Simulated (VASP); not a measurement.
Set up this calculation in VASP 6.6.1, as the native input.

```
Task                   : single point
Functional             : PBE
Potentials or basis    : VASP PAW PBE potentials, release 64 (Ta_pv, F)
Cutoff                 : 520 eV
k mesh                 : 3 × 3 × 3
Occupations            : methfessel-paxton, width 0.1 eV
Spin                   : no spin polarisation
Dipole correction      : no
Further INCAR settings : LREAL = Auto; ALGO = Normal; EDIFF = 1e-07; NBANDS = 106
```

The structure of Ta16F (a cell with a defect) lies in POSCAR:

```
Ta16F
1.0
    6.6414755500      0.0000000000      0.0000000000
    0.0000000000      6.6414755500      0.0000000000
    0.0000000000      0.0000000000      6.6414755500
Ta F
16 1
Direct
   -0.0035290351     -0.0006959297     -0.0005146447
    0.2502382170      0.2428714806      0.2430624020
   -0.0016490311     -0.0007106854      0.4994793664
    0.2502499614      0.2429056597      0.7558770581
   -0.0016416533      0.4993166014     -0.0005022980
    0.2502404756      0.7557612706      0.2430304814
    0.0505539767      0.4993807438      0.4994111587
    0.2502493591      0.7557236283      0.7559121406
    0.5040157078     -0.0007031570     -0.0005108804
    0.7502456288      0.2406064719      0.2407730011
    0.5021390164     -0.0007219781      0.4994703323
    0.7502426174      0.2406395970      0.7581444759
    0.5021320902      0.4993053087     -0.0004929627
    0.7502415634      0.7580437453      0.2407379185
    0.4499256193      0.4993631272      0.4994046842
    0.7502457793      0.7580026399      0.7581834732
    0.7502367452      0.4987977408      0.5000194573
```

These files were run (other wordings do the same):

INCAR

```
SYSTEM = Ta16F
PREC = Accurate ; ENCUT = 520
EDIFF = 1E-7 ; ISMEAR = 1
SIGMA = 0.1 ; LREAL = Auto
LASPH = .True. ; NELM = 80
ALGO = Normal ; ISIF = 2
LWAVE = .False. ; LCHARG = .False.
GGA = PE ; NBANDS = 106
```

KPOINTS

```
regular mesh
0
Gamma
  3 3 3
  0 0 0
```

Potentials or basis: VASP PAW PBE potentials, release 64 (Ta_pv, F).

The run is started by

```console
$ cat potpaw_PBE.64/Ta_pv/POTCAR potpaw_PBE.64/F/POTCAR > POTCAR
$ mpirun -np 1 vasp_std > vasp.out
```

It gave:

```json
{"Pressure": "8.3 GPa", "Largest force": "0.063 eV/Å", "Band gap on the k mesh": "zero (an odd number of electrons rules out a gap without spin polarisation)"}
```

Caveat: spin-orbit coupling is left out, which moves the levels of the heavy elements; an odd number of electrons without spin polarisation forces a metal; a magnetic or distorted state may lie lower.

It took 28 min on 1 thread of AMD EPYC 7R13, on a shared host, peak memory 0.48 GiB.
